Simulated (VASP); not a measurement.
# Pt (Fm-3m) in VASP: single point with r2SCAN

Aim: the single point of Pt with r2SCAN.

Program: VASP 6.6.1. These are calculated values, not measurements. Logs are shortened: lines on timing, memory, paths and dates and some standing lists are left out, and cuts for length are marked.

### 1 The cell of the first run

The structure is cubic, space group Fm-3m (No. 225). Conventional cell: a = 3.940 Å, b = 3.940 Å, c = 3.940 Å, α = 90.00°, β = 90.00°, γ = 90.00°. Pt (site symmetry m-3m) has 12 Pt at 2.79 Å within 3.7 Å.

### 2 Single point, r2SCAN

POSCAR reads:

```
Pt
1.0
    0.0000000000      1.9699682570      1.9699682570
    1.9699682570      0.0000000000      1.9699682570
    1.9699682570      1.9699682570      0.0000000000
Pt
1
Direct
    0.0000000000      0.0000000000      0.0000000000
```

INCAR.step1 reads:

```
  PREC = Accurate
  ENCUT = 550
  ISMEAR = 0
  SIGMA = 0.1
  LREAL = False
  LASPH = True
  NELM = 120
  NBANDS = 11
  GGA = PE
  ALGO = Normal
  EDIFF = 1E-5
  LWAVE = True
  LCHARG = False
  GGA_COMPAT = False
```

INCAR.step2 reads:

```
  PREC = Accurate
  ENCUT = 550
  EDIFF = 1E-6
  ISMEAR = 0
  SIGMA = 0.1
  LREAL = False
  LASPH = True
  NELM = 120
  ALGO = Normal
  ISIF = 2
  LWAVE = False
  LCHARG = False
  METAGGA = R2SCAN
  LMIXTAU = True
  NBANDS = 11
  ISTART = 1
  GGA_COMPAT = False
```

KPOINTS reads:

```
regular mesh
0
Gamma
  18 18 18
```

Potentials or basis: VASP PAW PBE potentials, release 64 (Pt).

Launch:

```sh
> cat potpaw_PBE.64/Pt/POTCAR > POTCAR
> cp INCAR.step1 INCAR
> mpirun -np 1 vasp_std > vasp.out
> cp INCAR.step2 INCAR
> mpirun -np 1 vasp_std > vasp.out
```

OUTCAR:

```text
PREC = Accurate
   ENCUT = 550
   EDIFF = 1E-6
   ISMEAR = 0
   LREAL = False
   LASPH = True
   NELM = 120
   ISIF = 2
   METAGGA = R2SCAN
   ISTART = 1

 ion  position               nearest neighbor table
   1  0.000  0.000  0.000-

  LATTYP: Found a face centered cubic cell.
 ALAT       =     3.9399365140

  Lattice vectors:

 A1 = (   0.0000000000,   1.9699682570,   1.9699682570)
 A2 = (   1.9699682570,   0.0000000000,   1.9699682570)
 A3 = (   1.9699682570,   1.9699682570,   0.0000000000)

Analysis of symmetry for initial positions (statically):
=====================================================================
 Subroutine PRICEL returns:
 Original cell was already a primitive cell.

 Routine SETGRP: Setting up the symmetry group for a
 face centered cubic supercell.

 Subroutine GETGRP returns: Found 48 space group operations
 (whereof 48 operations were pure point group operations)
 out of a pool of 48 trial point group operations.

The static configuration has the point symmetry O_h .

Analysis of symmetry for dynamics (positions and initial velocities):
=====================================================================
 Subroutine PRICEL returns:
 Original cell was already a primitive cell.

 Routine SETGRP: Setting up the symmetry group for a
 face centered cubic supercell.

 Subroutine GETGRP returns: Found 48 space group operations
 (whereof 48 operations were pure point group operations)
 out of a pool of 48 trial point group operations.

The dynamic configuration has the point symmetry O_h .

 Subroutine INISYM returns: Found 48 space group operations
 (whereof 48 operations are pure point group operations),
 and found     1 'primitive' translations

----------------------------------------------------------------------------------------

                                     Primitive cell

  volume of cell :      15.2900

  direct lattice vectors                    reciprocal lattice vectors
     0.000000000  1.969968257  1.969968257    -0.253811196  0.253811196  0.253811196
     1.969968257  0.000000000  1.969968257     0.253811196 -0.253811196  0.253811196
     1.969968257  1.969968257  0.000000000     0.253811196  0.253811196 -0.253811196

  length of vectors
     2.785955826  2.785955826  2.785955826     0.439613888  0.439613888  0.439613888

  position of ions in fractional coordinates (direct lattice)
     0.000000000  0.000000000  0.000000000

  ion indices of the primitive-cell ions
   primitive index   ion index
                 1           1

----------------------------------------------------------------------------------------

 KPOINTS: regular mesh

Automatic generation of k-mesh.
 Grid dimensions read from file:
 generate k-points for:   18   18   18

 Generating k-lattice:

  Cartesian coordinates                     Fractional coordinates (reciprocal lattice)
    -0.014100622  0.014100622  0.014100622     0.055555556  0.000000000  0.000000000
     0.014100622 -0.014100622  0.014100622     0.000000000  0.055555556  0.000000000
     0.014100622  0.014100622 -0.014100622     0.000000000  0.000000000  0.055555556

  Length of vectors
     0.024422994  0.024422994  0.024422994

  Shift w.r.t. Gamma in fractional coordinates (k-lattice)
     0.000000000  0.000000000  0.000000000

 Subroutine IBZKPT returns following result:
 ===========================================

 Found    195 irreducible k-points:

 Following reciprocal coordinates:
            Coordinates               Weight
  0.000000  0.000000  0.000000      1.000000
  0.055556  0.000000  0.000000      8.000000
  0.111111  0.000000  0.000000      8.000000
  0.166667  0.000000  0.000000      8.000000
  0.222222  0.000000  0.000000      8.000000
  0.277778  0.000000  0.000000      8.000000
[... 16 lines left out ...]
 -0.277778  0.055556  0.000000     24.000000
 -0.222222  0.055556  0.000000     24.000000
 [... further k-points ...]
   k-points           NKPTS =    195   k-points in BZ     NKDIM =    195   number of bands    NBANDS=     11
   number of dos      NEDOS =    301   number of ions     NIONS =      1
   total plane-waves  NPLWV =  13824
   dimension x,y,z NGX =    24 NGY =   24 NGZ =   24
   dimension x,y,z NGXF=    48 NGYF=   48 NGZF=   48
   ions per type =               1
   NGX,Y,Z   is equivalent  to a cutoff of  14.32, 14.32, 14.32 a.u.
   NGXF,Y,Z  is equivalent  to a cutoff of  28.64, 28.64, 28.64 a.u.
 SYSTEM =  unknown system
   PREC   = accura    normal or accurate (medium, high low for compatibility)
   ISTART =      1    job   : 0-new  1-cont  2-samecut
   ICHARG =      0    charge: 1-file 2-atom 10-const
   ISPIN  =      1    spin polarized calculation?
   LNONCOLLINEAR =      F non collinear calculations
   LSORBIT =      F    spin-orbit coupling
   LASPH  =      T    aspherical Exc in radial PAW
   ENCUT  =  550.0 eV  40.42 Ry    6.36 a.u.   5.33  5.33  5.33*2*pi/ulx,y,z
   NELM   =    120;   NELMIN=  2; NELMDL=  0     # of ELM steps
   EDIFF  = 0.1E-05   stopping-criterion for ELM
   LREAL  =      F    real-space projection
   EDIFFG = 0.1E-04   stopping-criterion for IOM
   NSW    =      0    number of steps for IOM
   IBRION =     -1    ionic relax: 0-MD 1-quasi-New 2-CG
   NFREE  =      0    steps in history (QN), initial steepest desc. (CG)
   ISIF   =      2    stress and relaxation
   ISYM   =      2    0-nonsym 1-usesym 2-fastsym
   POTIM  = 0.5000    time-step for ionic-motion
   TEBEG  =    0.0;   TEEND  =   0.0 temperature during run
   PSTRESS=    0.0 pullay stress
   NELECT =      10.0000    total number of electrons
   NUPDOWN=      -1.0000    fix difference up-down
   EMIN   =  10.00;   EMAX   =-10.00  energy-range for DOS
   EFERMI =   0.00;   METHOD = LEGACY
   ISMEAR =     0;   SIGMA  =   0.10  broadening in eV -4-tet -1-fermi 0-gaus
   EFERMI_NEDOS =   21; number of points for ismear=-14 and -15
   IALGO  =     38    algorithm
   IMIX   =      4    mixing-type and parameters
     AMIX     =   0.40;   BMIX     =  1.00
     AMIX_MAG =   1.60;   BMIX_MAG =  1.00
  volume/ion in A,a.u.               =      15.29       103.18
  Fermi-wavevector in a.u.,A,eV,Ry     =   1.421038  2.685372 27.474900  2.019348
  Thomas-Fermi vector in A             =   2.541890
   LORBIT       =      0    0 simple, 1 ext, 2 COOP (PROOUT), +10 PAW based schemes
   METAGGA = R2SCAN    functional components
   LHFCALC =     F    Hartree Fock is set to
   AEXX    =    0.0000 exact exchange contribution
   IVDW    =     0    specifies the selected vdW correction
   LEPSILON=     F    determine dielectric tensor
   LRPA    =     F    only Hartree local field effects (RPA)
 non-spin polarized calculation
 Gauss-broadening in eV      SIGMA  =   0.10
  energy-cutoff  :      550.00
  volume of cell :       15.29
 maximum number of plane-waves:       464
 NGX is ok and might be reduce to    24
   NGX = 11   NGY = 11   NGZ = 11

 number of electron      10.0000001 magnetization

 Free energy of the ion-electron system (eV)
  ---------------------------------------------------
  ext. energy  EPLUGINS =         0.00000000
  ---------------------------------------------------
  free energy    TOTEN  =       -51.50119659 eV

  energy without entropy =      -51.49086936  energy(sigma->0) =      -51.49603298

 E-fermi :  10.7542     XC(G=0): -14.5384

 val. band max:       10.7512283912   @ k =   0.4444   0.1111   0.0000
 cond. band min:      10.7542711604   @ k =  -0.2778   0.3889   0.1667
 fundamental gap:      0.0030427692
 Fermi energy:        10.7541572221

 k-point     1 :       0.0000    0.0000    0.0000
  band No.  band energies     occupation
      1       0.4155      2.00000
      2       6.9220      2.00000
      3       6.9220      2.00000
      4       6.9220      2.00000
      5       9.0376      2.00000
      6       9.0376      2.00000
      7      26.2722      0.00000
      8      31.3625      0.00000
      9      31.3625      0.00000
     10      31.3625      0.00000
     11      37.1857      0.00000

 k-point     2 :       0.0556    0.0000    0.0000
  band No.  band energies     occupation
      1       0.5436      2.00000
      2       6.8656      2.00000
      3       6.9729      2.00000
      4       6.9729      2.00000
      5       9.0098      2.00000
      6       9.0098      2.00000
      7      26.4675      0.00000
      8      30.6933      0.00000
      9      31.5543      0.00000
     10      31.5543      0.00000
     11      37.9068      0.00000

 k-point     3 :       0.1111    0.0000    0.0000
  band No.  band energies     occupation
      1       0.9160      2.00000
      2       6.7210      2.00000
      3       7.1054      2.00000
      4       7.1054      2.00000
      5       8.9515      2.00000
      6       8.9515      2.00000
      7      26.9959      0.00000
      8      29.2576      0.00000
      9      32.1109      0.00000
     10      32.1109      0.00000
     11      38.4748      0.00000

 k-point     4 :       0.1667    0.0000    0.0000
  band No.  band energies     occupation
      1       1.4912      2.00000
      2       6.5620      2.00000
      3       7.2518      2.00000
      4       7.2518      2.00000
      5       8.9419      2.00000
      6       8.9419      2.00000
      7      27.4727      0.00000
      8      27.7679      0.00000
      9      32.9707      0.00000
     10      32.9707      0.00000
     11      36.7572      0.00000
[... 239 lines left out ...]
 k-point    22 :      -0.3333    0.0556    0.0000
  band No.  band energies     occupation
      1       3.3488      2.00000
      2       6.9973      2.00000
      3       7.1075      2.00000
      4       7.6533      2.00000
      5       9.7835      2.00000
      6      10.5438      1.99706
      7      20.8659      0.00000
      8      26.9966      0.00000
      9      31.2186      0.00000
     10      33.2741      0.00000
     11      36.6581      0.00000

 k-point    23 :      -0.2778    0.0556    0.0000
  band No.  band energies     occupation
      1       3.0663      2.00000
      2       6.7951      2.00000
      3       7.1954      2.00000
      4       7.2598      2.00000
      5       9.2775      2.00000
      6      10.0190      2.00000
      7      23.0690      0.00000
      8      27.6797      0.00000
      9      32.1438      0.00000
     10      35.0515      0.00000
     11      35.1059      0.00000

 k-point    24 :      -0.2222    0.0556    0.0000
  band No.  band energies     occupation
      1       2.5094      2.00000
      2       6.4422      2.00000
      3       7.3081      2.00000
      4       7.3743      2.00000
      5       8.8704      2.00000
      6       9.5598      2.00000
      7      25.1529      0.00000
      8      28.1638      0.00000
      9      32.6873      0.00000
     10      34.3052      0.00000
     11      35.5125      0.00000

 [... further k-points ...]

------------------------ aborting loop because EDIFF is reached ----------------------------------------

  FORCE on cell =-STRESS in cart. coord.  units (eV):
  Direction    XX          YY          ZZ          XY          YZ          ZX
  --------------------------------------------------------------------------------------
  -------------------------------------------------------------------------------------
  Total        0.0734405      0.0734405      0.0734405      0.0000000      0.0000000     -0.0000000
  in kB        7.6955282      7.6955282      7.6955282      0.0000000      0.0000000     -0.0000000
  external PRESSURE =       7.6955282 kB  Pullay stress =       0.0000000 kB

 VOLUME and BASIS-vectors are now :
 -----------------------------------------------------------------------------
  energy-cutoff  :      550.00
  volume of cell :       15.29
      direct lattice vectors                 reciprocal lattice vectors
     0.000000000  1.969968257  1.969968257    -0.253811196  0.253811196  0.253811196
     1.969968257  0.000000000  1.969968257     0.253811196 -0.253811196  0.253811196
     1.969968257  1.969968257  0.000000000     0.253811196  0.253811196 -0.253811196

 POSITION                                       TOTAL-FORCE (eV/Angst)
 -----------------------------------------------------------------------------------
      0.00000      0.00000      0.00000        -0.000000     -0.000000      0.000000
 -----------------------------------------------------------------------------------
    total drift:                               -0.000000      0.000000     -0.000000

  FREE ENERGIE OF THE ION-ELECTRON SYSTEM (eV)
  ---------------------------------------------------
  free  energy   TOTEN  =       -51.5011965941 eV

  energy  without entropy=      -51.4908693586  energy(sigma->0) =      -51.49603298
```

Run time: 2.5 min. Hardware: 1 thread of Intel Xeon 8259CL, shared host; peak memory 0.17 GiB.

What came out:

```
Free energy            : -51.5012 eV
Pressure               : 0.8 GPa
Band gap on the k mesh : zero (bands 5 and 6 overlap by 2.32 eV)
```

Levels at points of the mesh, in eV from the Fermi level:
```csv
k point,band 3,band 4,band 5,band 6,band 7,band 8
"(0.00, 0.00, 0.00)",-3.83,-3.83,-1.72,-1.72,15.52,20.61
"(0.50, 0.00, 0.00)",-3.93,-0.25,0.02,0.02,6.05,15.16
"(0.50, 0.50, 0.00)",-0.06,0.51,0.51,1.97,9.19,11.98
```

Caveat: the PAW data sets were made with another functional, which shifts forces and pressure a little; spin-orbit coupling is left out, which moves the levels of the heavy elements.
